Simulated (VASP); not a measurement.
## HfH2: single point with PBEsol

The system is HfH2.

```
Hf H
1.0
    -1.82847    1.82847    2.25998
     1.82847   -1.82847    2.25998
     1.82847    1.82847   -2.25998
Hf H
1 2
Cartesian
  0.0000 0.0000 0.0000
  0.0000 1.8285 1.1300
  1.8285 0.0000 1.1300
```

This cell differs from its parent crystal: strained.

```yaml
Program: VASP 6.6.1
Task: single point
Functional: PBEsol
Potentials_or_basis: VASP PAW PBE potentials, release 64 (Hf_pv, H)
Cutoff: 520 eV
k_mesh: 16 × 16 × 16
Occupations: gaussian, width 0.1 eV
Spin: no spin polarisation
Dipole_correction: no
Further_INCAR_settings: ALGO = Normal; EDIFF = 1e-07; NBANDS = 13
```

The pressure is -19.8 GPa and the band gap on the k mesh is zero (bands 6 and 7 overlap by 0.97 eV).

Stress tensor (GPa, compression positive):
```
-20.37   0.00   0.00
  0.00 -20.37   0.00
  0.00   0.00 -18.75
```

Levels at points of the mesh, in eV from the Fermi level:
| k point | band 3 | band 4 | band 5 | band 6 | band 7 | band 8 | band 9 | band 10 |
| --- | --- | --- | --- | --- | --- | --- | --- | --- |
| (0.00, 0.00, 0.00) | -31.33 | -10.51 | -1.21 | -0.43 | -0.43 | 0.33 | 1.46 | 2.68 |
| (0.50, 0.00, 0.00) | -31.37 | -7.70 | -5.16 | -0.75 | 0.55 | 3.06 | 4.04 | 4.30 |
| (0.50, 0.50, 0.00) | -31.43 | -5.91 | -5.75 | -3.70 | 3.18 | 3.32 | 4.38 | 5.61 |
| (0.50, 0.50, 0.50) | -31.54 | -6.99 | -4.30 | -3.27 | 3.80 | 3.88 | 3.88 | 4.67 |

Run time: 92 s on 1 thread of Intel(R) Xeon(R) Platinum 8559C (Emerald Rapids), on a shared host, peak memory 0.26 GiB.

Caveat: the cell differs from its parent crystal (strained); the cell stands under tension; the PAW data sets were made with another functional, which shifts forces and pressure a little; spin-orbit coupling is left out, which moves the levels of the heavy elements.
